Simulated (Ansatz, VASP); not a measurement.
## One calculation of C, two programs

Contents of INCAR:

```
SYSTEM = C
PREC = Accurate
ENCUT = 910
EDIFF = 1E-7
ISMEAR = 0
SIGMA = 0.1
LREAL = .FALSE.
LASPH = .TRUE.
NELM = 120
ALGO = Normal
ISIF = 3
LWAVE = .FALSE.
LCHARG = .FALSE.
GGA = PE
IBRION = 2
NSW = 100
EDIFFG = -0.01
GGA_COMPAT = .FALSE.
NELMIN = 4
```

File KPOINTS:

```
regular mesh
0
G
  18 18 42
  0 0 0
```

File POSCAR:

```
C
1.0
    3.6153897917      0.0000000000      0.0000000000
   -1.8076948959      3.1310194042      0.0000000000
    0.0000000000      0.0000000000      1.2839145731
C
1
Direct
    0.0000000000      0.0000000000      0.0000000000
```

Input for Ansatz:

```yaml
crystal:
  lattice:
    - [3.6153897917, 0.0, 0.0]
    - [-1.8076948959, 3.1310194042, 0.0]
    - [0.0, 0.0, 1.2839145731]
  atoms:
    - { symbol: C, position: [0.0, 0.0, 0.0] }
basis:
  ecutwfc: 420
kpoints:
  mp_grid: { grid: [18, 18, 42] }
hamiltonian:
  xc: pbe
scf:
  occupations: { method: gaussian, width: 0.1 }
output:
  forces: true
  stress: true
  eigenvalues: true
relax:
  adjacent_minimum: "off"
  f_tol: 0.01
  max_steps: 80
  cell: { stress_tol: 0.05 }
```

Alike in both runs: task relaxation of cell and atoms; functional PBE; k mesh 18 × 18 × 42; occupations gaussian, width 0.1 eV; no spin polarisation.

```csv
,VASP,Ansatz
version,VASP 6.6.1,Ansatz 0.2.0
potentials or method,"VASP PAW PBE potentials, release 64 (C_h), cutoff 910 eV","scalar-relativistic, plane waves, PAW"
valence electrons in the cell,4,4
```

```csv
,VASP,Ansatz,Ansatz less VASP
"gap on the k mesh at the Fermi level, each at its own relaxed structure (eV)",none,none,-
relaxed volume (Å³/atom),16.83,21.22,+4.396
relaxed cell length with the largest relative difference (Å),3.895,4.372,+0.4770
```

A gap of «none» marks a metal or a gap that the smearing closes. One of these differences is far larger than is usual between the two programs; its cause wasn't traced.

Noted on VASP's run: the cutoff is short for stress, so the pressure is rough; the volume moved by over 15 % at a fixed basis, so the end points are rough.
